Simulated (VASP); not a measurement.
Here is a VASP 6.6.1 calculation.

File INCAR:

```
SYSTEM = PtSe2
PREC = Accurate
ENCUT = 520
EDIFF = 1E-7
ISMEAR = 0
SIGMA = 0.05
LREAL = .False.
LASPH = .True.
NELM = 80
ALGO = Normal
ISIF = 2
LWAVE = .False.
LCHARG = .True.
GGA = PE
LELF = .True.
LVHAR = .True.
NBANDS = 18
```

Contents of KPOINTS:

```
Automatic mesh
0
Gamma
  12 12 4
  0 0 0
```

File POSCAR:

```
PtSe2
1.0
    3.8079369642      0.0000000000      0.0000000000
   -1.9039684821      3.2490346276      0.0000000000
    0.0000000000      0.0000000000      6.5268785481
Pt Se
1 2
Direct
    0.0000000000      0.0000000000      0.0000000000
    0.3333333333      0.6666666667      0.2001869949
    0.6666666667      0.3333333333      0.7998130051
```

Potentials or basis: VASP PAW PBE potentials, release 64 (Pt, Se).

Command:

```sh
$ cat potpaw_PBE.64/Pt/POTCAR potpaw_PBE.64/Se/POTCAR > POTCAR
$ mpirun -np 1 vasp_std > vasp.out
```

(1) Estimate the band gap on the k mesh.

(2) Predict the largest force.

(3) Predict the pressure.

## Answers

(1) 0.82 eV, indirect (least direct gap 0.98 eV).

(2) 0.182 eV/Å.

(3) -1.5 GPa.

Caveat: the cell differs from its parent crystal (strain +0.0150 x Voigt [1, 0, 0, 0, 0, 0]); spin-orbit coupling is left out, which moves the levels of the heavy elements; this functional lacks dispersion, which binds the layers, so the pressure and a relaxed spacing across them are unreliable.
